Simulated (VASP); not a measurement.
# ZrB2 in VASP: notebook, part 2 of 2

VASP 6.6.1.

## (4) Relaxation of cell and atoms, PBE

This run uses another cell than the first one: it holds 6 atoms, not 3.

Contents of INCAR:

```
  PREC = Accurate
  ENCUT = 600
  EDIFF = 1E-6
  ISMEAR = 0
  SIGMA = 0.2
  LREAL = F
  LASPH = T
  NELM = 100
  ALGO = Normal
  ISIF = 3
  LWAVE = F
  LCHARG = F
  GGA = PE
  IBRION = 2
  NSW = 80
  EDIFFG = -0.025
```

Contents of KPOINTS:

```
regular mesh
0
Gamma
  6 6 4
```

Contents of POSCAR:

```
ZrB2
1.0
    3.1855054458      0.0170561774     -0.0019017591
   -1.5779816450      2.7366068066     -0.0171207009
   -0.0042461762     -0.0465916420      7.1424065944
Zr B
2 4
Direct
    0.0000914196      0.0172500829     -0.0006954461
   -0.0094606217     -0.0071239260      0.4923662322
    0.3196664508      0.6591427457      0.2563519290
    0.3567081483      0.6606860118      0.7469910212
    0.6560185269      0.3220717831      0.2550260719
    0.6769760760      0.3479733025      0.7499601918
```

Potentials or basis: VASP PAW PBE potentials, release 64 (Zr_sv, B).

On the command line:

```sh
cat potpaw_PBE.64/Zr_sv/POTCAR potpaw_PBE.64/B/POTCAR > POTCAR
mpirun -np 1 vasp_std > vasp.out
```

OUTCAR:

```text
PREC = Accurate
   ENCUT = 600
   EDIFF = 1E-6
   ISMEAR = 0
   LREAL = F
   LASPH = T
   NELM = 100
   ISIF = 3
   GGA = PE
   IBRION = 2
   NSW = 80
   EDIFFG = -0.025

 ion  position               nearest neighbor table
   1  0.000  0.017  0.999-   4 2.53   3 2.53   6 2.53   6 2.54   4 2.54   5 2.54   5 2.57   6 2.59
                             3 2.62   3 2.64   4 2.65   5 2.66   2 3.52   2 3.62
   2  0.991  0.993  0.492-   3 2.47   5 2.49   5 2.49   3 2.50   3 2.50   5 2.51   4 2.54   4 2.57
                             6 2.57   6 2.59   6 2.63   4 2.65   1 3.52   1 3.62
   3  0.320  0.659  0.256-   5 1.82   5 1.84   5 1.85   2 2.47   2 2.50   2 2.50   1 2.53   1 2.62
                             1 2.64
   4  0.357  0.661  0.747-   6 1.74   6 1.88   6 1.89   1 2.53   2 2.54   1 2.54   2 2.57   2 2.65
                             1 2.65
   5  0.656  0.322  0.255-   3 1.82   3 1.84   3 1.85   2 2.49   2 2.49   2 2.51   1 2.54   1 2.57
                             1 2.66
   6  0.677  0.348  0.750-   4 1.74   4 1.88   4 1.89   1 2.53   1 2.54   2 2.57   2 2.59   1 2.59
                             2 2.63

  LATTYP: Found a triclinic cell.
 ALAT       =     3.1885975685
 B/A-ratio  =     0.9990447546
 C/A-ratio  =     2.2400317587
 COS(alpha) =     0.0012263894
 COS(beta)  =     0.0118986890
 COS(gamma) =     0.5087677386

  Lattice vectors:

 A1 = (   1.6075238008,   2.7536629840,  -0.0190224600)
 A2 = (   3.1855054458,   0.0170561774,  -0.0019017591)
 A3 = (   0.0042461762,   0.0465916420,  -7.1424065944)

Analysis of symmetry for initial positions (statically):
=====================================================================
 Subroutine PRICEL returns:
 Original cell was already a primitive cell.

 Routine SETGRP: Setting up the symmetry group for a
 triclinic supercell.

 Subroutine GETGRP returns: Found  1 space group operations
 (whereof  1 operations were pure point group operations)
 out of a pool of  2 trial point group operations.

The static configuration has the point symmetry C_1 .

Analysis of symmetry for dynamics (positions and initial velocities):
[... 159 lines left out ...]
--------------------------------------- Ionic step        1  -------------------------------------------

 number of electron      36.0000000 magnetization

 Free energy of the ion-electron system (eV)
  ---------------------------------------------------
  ext. energy  EPLUGINS =         0.00000000
  ---------------------------------------------------
  free energy    TOTEN  =       -49.73853359 eV

  energy without entropy =      -49.72366764  energy(sigma->0) =      -49.73110062

------------------------ aborting loop because EDIFF is reached ----------------------------------------

  FORCE on cell =-STRESS in cart. coord.  units (eV):
  Direction    XX          YY          ZZ          XY          YZ          ZX
  --------------------------------------------------------------------------------------
  -------------------------------------------------------------------------------------
  Total       -0.7109750      0.3190528     -1.2596234     -1.0582086      1.1999658      0.1223003
  in kB      -18.2393611      8.1849831    -32.3143933    -27.1472947     30.7839352      3.1374942
  external PRESSURE =     -14.1229238 kB  Pullay stress =       0.0000000 kB
[... 101 lines left out ...]
  FREE ENERGIE OF THE ION-ELECTRON SYSTEM (eV)
  ---------------------------------------------------
  free  energy   TOTEN  =       -49.8968290083 eV

  energy  without entropy=      -49.8830043341  energy(sigma->0) =      -49.88991667

[... ionic steps 4 to 8 ...]

--------------------------------------- Ionic step        9  -------------------------------------------

 number of electron      36.0000000 magnetization

------------------------ aborting loop because EDIFF is reached ----------------------------------------
[... 75 lines left out ...]
--------------------------------------- Ionic step       11  -------------------------------------------

 number of electron      36.0000000 magnetization

 Free energy of the ion-electron system (eV)
  ---------------------------------------------------
  ext. energy  EPLUGINS =         0.00000000
  ---------------------------------------------------
  free energy    TOTEN  =       -49.92209813 eV

  energy without entropy =      -49.90852525  energy(sigma->0) =      -49.91531169

 E-fermi :  10.1714     XC(G=0): -12.4256

 val. band max:        9.8560542995   @ k =  -0.1667   0.1667   0.2500
 cond. band min:      10.2021801367   @ k =   0.5000   0.3333   0.0000
 fundamental gap:      0.3461258372
 Fermi energy:        10.1713639037

 k-point     1 :       0.0000    0.0000    0.0000
  band No.  band energies     occupation
      1     -38.1568      2.00000
      2     -38.1373      2.00000
      3     -16.7061      2.00000
      4     -16.3469      2.00000
      5     -15.7931      2.00000
      6     -15.7923      2.00000
[... 589 lines left out ...]
     21      13.3345      0.00000
     22      15.4285      0.00000

 [... further k-points ...]
[... 5 lines left out ...]
  --------------------------------------------------------------------------------------
  -------------------------------------------------------------------------------------
  Total        0.0193477      0.0386164      0.0086084     -0.0285247      0.0009779      0.0083025
  in kB        0.5021155      1.0021800      0.2234075     -0.7402792      0.0253783      0.2154675
  external PRESSURE =       0.5759010 kB  Pullay stress =       0.0000000 kB
[... 21 lines left out ...]
  FREE ENERGIE OF THE ION-ELECTRON SYSTEM (eV)
  ---------------------------------------------------
  free  energy   TOTEN  =       -49.9220981302 eV

  energy  without entropy=      -49.9085252548  energy(sigma->0) =      -49.91531169

 reached required accuracy - stopping structural energy minimisation
```

OSZICAR:

```text
N       E                     dE             d eps       ncg     rms          rms(c)
DAV:   1     0.301434563424E+03    0.30143E+03   -0.21018E+04  3344   0.182E+03
DAV:   2    -0.304160869255E+02   -0.33185E+03   -0.32499E+03  3864   0.439E+02
DAV:   3    -0.542662921980E+02   -0.23850E+02   -0.23550E+02  5812   0.990E+01
[... 92 lines left out ...]
       N       E                     dE             d eps       ncg     rms          rms(c)
DAV:   1    -0.499221077367E+02   -0.20478E-04   -0.20280E-03  3386   0.398E-01    0.408E-02
DAV:   2    -0.499221014523E+02    0.62844E-05   -0.72683E-05  4548   0.710E-02    0.150E-02
DAV:   3    -0.499220985269E+02    0.29255E-05   -0.13084E-05  5214   0.273E-02    0.670E-03
DAV:   4    -0.499220981302E+02    0.39665E-06   -0.13275E-06  2698   0.731E-03
  11 F= -.49922098E+02 E0= -.49915312E+02  d E =-.364352E-03
```

CONTCAR:

```text
ZrB2
   1.00000000000000
     3.1757391900094207    0.0004485528619865   -0.0001266104034542
    -1.5874950354412163    2.7498217420749835    0.0000474866112367
    -0.0002410654780473    0.0000352867471429    7.0689009400896410
  Zr              B
     2     4
Direct
     0.9998201572929252    0.9999610618064235    0.9999769671726646
     0.0000124050697405    0.0002631845332361    0.4998792493959169
     0.3330137682267794    0.6663802141065266    0.2498904586233244
     0.3337025918924448    0.6667988216278090    0.7502283249380453
     0.6662940443808327    0.3331142485459440    0.2498546837065380
     0.6671570330372754    0.3334824693800681    0.7501703161635037

  0.00000000E+00  0.00000000E+00  0.00000000E+00
  0.00000000E+00  0.00000000E+00  0.00000000E+00
  0.00000000E+00  0.00000000E+00  0.00000000E+00
  0.00000000E+00  0.00000000E+00  0.00000000E+00
  0.00000000E+00  0.00000000E+00  0.00000000E+00
  0.00000000E+00  0.00000000E+00  0.00000000E+00
```

Run time: 10 min. Hardware: 1 thread of Intel Xeon Platinum 8488C (Sapphire Rapids), shared host; peak memory 0.27 GiB.

Results:

| Item | Value |
| --- | --- |
| Free energy | -49.9221 eV |
| Relaxed volume | 10.29 Å³/atom |
| Relaxed cell | a = 3.176 Å, b = 3.175 Å, c = 7.069 Å, α = 90.00°, β = 90.00°, γ = 119.99° |
| Space group after relaxing (to 0.05 Å) | P6/mmm (No. 191) |
| Energy gained by relaxing | 30.6 meV/atom |
| Ionic steps | 11 |
| Pressure after relaxing | 0.1 GPa |
| Largest force after relaxing | 0.022 eV/Å |
| Band gap on the k mesh | zero (band 18 reaches 11.04 eV, above the bottom of band 19 at 10.20 eV) |

Forces on the atoms (eV/Å):
```
Zr   0.010  0.000  0.003
Zr   0.008 -0.012  0.017
B   -0.001  0.009  0.005
B   -0.005  0.000 -0.019
B    0.004  0.004  0.007
B   -0.015 -0.001 -0.014
```

Stress tensor (GPa, compression positive):
```
 0.05 -0.07  0.02
-0.07  0.10  0.00
 0.02  0.00  0.02
```

The path:
```tsv
step	energy change (eV)	largest force (eV/Å)	pressure (GPa)	volume (Å³)
1	0.0000	1.5130	-1.41	62.45
2	-0.1575	0.4081	0.67	61.61
3	-0.1583	0.3503	0.46	61.67
4	-0.1765	0.2152	-0.38	61.85
5	-0.1767	0.1998	-0.47	61.87
6	-0.1818	0.0874	0.39	61.65
7	-0.1820	0.0878	0.57	61.60
8	-0.1832	0.0537	-0.47	61.87
9	-0.1832	0.0555	-0.32	61.83
10	-0.1836	0.0255	0.09	61.72
11	-0.1836	0.0224	0.06	61.74
```

Final structure:
```
CELL_PARAMETERS angstrom
3.17574 0.00045 -0.00013
-1.58750 2.74982 0.00005
-0.00024 0.00004 7.06890
ATOMIC_POSITIONS crystal
Zr 0.99982 0.99996 0.99998
Zr 0.00001 0.00026 0.49988
B 0.33301 0.66638 0.24989
B 0.33370 0.66680 0.75023
B 0.66629 0.33311 0.24985
B 0.66716 0.33348 0.75017
```

Caveat: the k points lie up to 0.38 Å⁻¹ apart in the final cell.

## (5) Relaxation of cell and atoms, PBE

This run uses another cell than the first one, of 10.18 Å³/atom, 0.990 times its volume.

Contents of INCAR:

```
SYSTEM = ZrB2
PREC = Accurate
ENCUT = 600
EDIFF = 1E-7
ISMEAR = 0
SIGMA = 0.1
LREAL = .FALSE.
LASPH = .TRUE.
NELM = 60
ALGO = Normal
ISIF = 3
LWAVE = .FALSE.
LCHARG = .FALSE.
GGA = PE
IBRION = 2
NSW = 100
EDIFFG = -0.01
```

Contents of KPOINTS:

```
regular mesh
0
G
  18 18 14
  0 0 0
```

Contents of POSCAR:

```
ZrB2
1.0
    3.1649997100      0.0000000000      0.0000000000
   -1.5824998600      2.7409701500      0.0000000000
    0.0000000000      0.0000000000      3.5199999800
Zr B
1 2
Direct
    0.0000000000      0.0000000000      0.0000000000
    0.3333333300      0.6666666700      0.5000000000
    0.6666666700      0.3333333300      0.5000000000
```

Potentials or basis: VASP PAW PBE potentials, release 64 (Zr_sv, B).

On the command line:

```sh
cat potpaw_PBE.64/Zr_sv/POTCAR potpaw_PBE.64/B/POTCAR > POTCAR
mpirun -np 1 vasp_std > vasp.out
```

OUTCAR:

```text
SYSTEM = ZrB2
   PREC = Accurate
   ENCUT = 600
   EDIFF = 1E-7
   ISMEAR = 0
   LREAL = .FALSE.
   LASPH = .TRUE.
   NELM = 60
   ISIF = 3
   GGA = PE
   IBRION = 2
   NSW = 100
   EDIFFG = -0.01

 ion  position               nearest neighbor table
   1  0.000  0.000  0.000-   2 2.54   3 2.54   2 2.54   3 2.54   3 2.54   3 2.54   2 2.54   2 2.54
                             3 2.54   3 2.54   2 2.54   2 2.54
   2  0.333  0.667  0.500-   3 1.83   3 1.83   3 1.83   1 2.54   1 2.54   1 2.54   1 2.54   1 2.54
                             1 2.54
   3  0.667  0.333  0.500-   2 1.83   2 1.83   2 1.83   1 2.54   1 2.54   1 2.54   1 2.54   1 2.54
                             1 2.54

  LATTYP: Found a hexagonal cell.
 ALAT       =     3.1649997100
 C/A-ratio  =     1.1121643926

  Lattice vectors:

 A1 = (   3.1649997100,   0.0000000000,   0.0000000000)
 A2 = (  -1.5824998600,   2.7409701500,   0.0000000000)
 A3 = (   0.0000000000,   0.0000000000,   3.5199999800)

Analysis of symmetry for initial positions (statically):
=====================================================================
 Subroutine PRICEL returns:
 Original cell was already a primitive cell.

 Routine SETGRP: Setting up the symmetry group for a
 hexagonal supercell.

 Subroutine GETGRP returns: Found 24 space group operations
 (whereof 24 operations were pure point group operations)
 out of a pool of 24 trial point group operations.

The static configuration has the point symmetry D_6h.

Analysis of symmetry for dynamics (positions and initial velocities):
=====================================================================
 Subroutine PRICEL returns:
 Original cell was already a primitive cell.

 Routine SETGRP: Setting up the symmetry group for a
 hexagonal supercell.

 Subroutine GETGRP returns: Found 24 space group operations
 (whereof 24 operations were pure point group operations)
 out of a pool of 24 trial point group operations.

The dynamic configuration has the point symmetry D_6h.

[... 136 lines left out ...]
 maximum number of plane-waves:      1040
 NGX is ok and might be reduce to    28

--------------------------------------- Ionic step        1  -------------------------------------------

 number of electron      18.0000000 magnetization

 Free energy of the ion-electron system (eV)
  ---------------------------------------------------
  ext. energy  EPLUGINS =         0.00000000
  ---------------------------------------------------
  free energy    TOTEN  =       -24.97694813 eV

  energy without entropy =      -24.97516877  energy(sigma->0) =      -24.97605845

------------------------ aborting loop because EDIFF is reached ----------------------------------------

  FORCE on cell =-STRESS in cart. coord.  units (eV):
  Direction    XX          YY          ZZ          XY          YZ          ZX
  --------------------------------------------------------------------------------------
  -------------------------------------------------------------------------------------
  Total        0.4158463      0.4158463      0.6322319     -0.0000000      0.0000000      0.0000000
  in kB       21.8183923     21.8183922     33.1715953     -0.0000000      0.0000000      0.0000000
  external PRESSURE =      25.6027933 kB  Pullay stress =       0.0000000 kB
[... 98 lines left out ...]
--------------------------------------- Ionic step        4  -------------------------------------------

 number of electron      18.0000000 magnetization

 Free energy of the ion-electron system (eV)
  ---------------------------------------------------
  ext. energy  EPLUGINS =         0.00000000
  ---------------------------------------------------
  free energy    TOTEN  =       -24.97983000 eV

  energy without entropy =      -24.97800502  energy(sigma->0) =      -24.97891751

 E-fermi :  10.5513     XC(G=0): -12.4249

 val. band max:       10.5241044184   @ k =   0.0556   0.0556   0.2857
 cond. band min:      10.5610720770   @ k =   0.1667   0.1667   0.2143
 fundamental gap:      0.0369676586
 Fermi energy:        10.5513048160

 k-point     1 :       0.0000    0.0000    0.0000
  band No.  band energies     occupation
      1     -38.1629      2.00000
      2     -16.3498      2.00000
      3     -15.7970      2.00000
      4     -15.7970      2.00000
      5      -2.2323      2.00000
      6       7.8716      2.00000
      7       7.8716      2.00000
      8       7.9038      2.00000
      9       8.1171      2.00000
     10      13.8672      0.00000
     11      13.8672      0.00000
     12      14.6256      0.00000
     13      14.6256      0.00000
[... 354 lines left out ...]
  band No.  band energies     occupation
      1     -38.0477      2.00000
      2     -16.6675      2.00000
      3     -16.1775      2.00000
      4     -16.0730      2.00000
      5       1.1650      2.00000
      6       2.6551      2.00000
      7       6.2139      2.00000
      8       6.7710      2.00000
      9       9.0741      2.00000
     10      10.8706      0.00001
     11      13.7996      0.00000
     12      15.0014      0.00000
     13      15.5152      0.00000

 [... further k-points ...]
[... 5 lines left out ...]
  --------------------------------------------------------------------------------------
  -------------------------------------------------------------------------------------
  Total       -0.0027158     -0.0027158      0.0041431      0.0000000      0.0000000      0.0000000
  in kB       -0.1409746     -0.1409746      0.2150651      0.0000000      0.0000000      0.0000000
  external PRESSURE =      -0.0222947 kB  Pullay stress =       0.0000000 kB
[... 18 lines left out ...]
  FREE ENERGIE OF THE ION-ELECTRON SYSTEM (eV)
  ---------------------------------------------------
  free  energy   TOTEN  =       -24.9798300003 eV

  energy  without entropy=      -24.9780050232  energy(sigma->0) =      -24.97891751

 reached required accuracy - stopping structural energy minimisation
```

It took 4.1 min on 1 thread of Intel Xeon Platinum 8488C (Sapphire Rapids), shared host; peak memory 0.29 GiB.

Results:

- Free energy: -24.9798 eV
- Relaxed volume: 10.29 Å³/atom
- Relaxed cell: a = 3.172 Å, b = 3.172 Å, c = 3.542 Å, α = 90.00°, β = 90.00°, γ = 120.00°
- Space group after relaxing (to 0.05 Å): P6/mmm (No. 191)
- Energy gained by relaxing: 1.0 meV/atom
- Ionic steps: 4
- Pressure after relaxing: 0.0 GPa
- Band gap on the k mesh: zero (band 9 reaches 11.14 eV, above the bottom of band 10 at 9.97 eV)

Step by step:
```
step  energy change (eV)  largest force (eV/Å)  pressure (GPa)  volume (Å³)
   1              0.0000                0.0000            2.56        30.54
   2              0.0009                0.0000           -2.98        31.26
   3             -0.0028                0.0000           -0.08        30.87
   4             -0.0029                0.0000            0.00        30.87
```

Final structure:
```xyz
3
Lattice="3.1722 0.0000 0.0000 -1.5861 2.7472 0.0000 0.0000 0.0000 3.5418" Properties=species:S:1:pos:R:3 pbc="T T T"
Zr    0.0000    0.0000    3.5418
B     0.0000    1.8315    1.7709
B     1.5861    0.9157    1.7709
```

Levels at points of the mesh, in eV from the Fermi level:
```csv
k point,band 7,band 8,band 9,band 10,band 11,band 12
"(0.00, 0.00, 0.00)",-2.68,-2.65,-2.43,3.32,3.32,4.07
"(0.50, 0.00, 0.00)",-3.96,-3.12,-2.74,2.15,2.22,4.85
"(0.00, 0.00, 0.50)",-1.03,-1.03,0.27,0.27,0.71,0.71
"(0.50, 0.00, 0.50)",-4.66,-4.18,-2.08,3.63,3.99,5.21
```

PBE usually gives volumes a little too large and moduli too small. Zero-point motion and thermal expansion aren't in these numbers.

## (6) Summary

| task | level | cell | k mesh | cutoff (eV) | smearing | gap on the mesh (eV) | pressure (GPa) | relaxed volume (Å³/atom) |
| --- | --- | --- | --- | --- | --- | --- | --- | --- |
| single point | PBE | a = 3.172, b = 3.172, c = 3.541 Å, angles 90.0, 90.0, 120.0°, 3 atoms | 18 × 18 × 14 | 520 | gaussian 0.1 eV | none | 0.2 | - |
| single point | r2SCAN | a = 3.172, b = 3.172, c = 3.541 Å, angles 90.0, 90.0, 120.0°, 3 atoms | 18 × 18 × 14 | 520 | gaussian 0.1 eV | none | 0.1 | - |
| relaxation of cell and atoms | PBE | relaxed from a = 3.186, b = 3.159, c = 7.143 Å, angles 90.6, 90.1, 119.7°, 6 atoms | 6 × 6 × 4 | 600 | gaussian 0.2 eV | none | 0.1 | 10.29 |
| relaxation of cell and atoms | PBE | relaxed from a = 3.165, b = 3.165, c = 3.520 Å, angles 90.0, 90.0, 120.0°, 3 atoms | 18 × 18 × 14 | 600 | gaussian 0.1 eV | none | 0.0 | 10.29 |

Alike in all rows: potentials or basis VASP PAW PBE potentials, release 64 (Zr_sv, B); no spin polarisation.

Caveats: some runs use coarse meshes; the PAW data sets were made with another functional, which shifts forces and pressure a little (some runs).

Absolute energies hang on the potentials; compare differences alone.
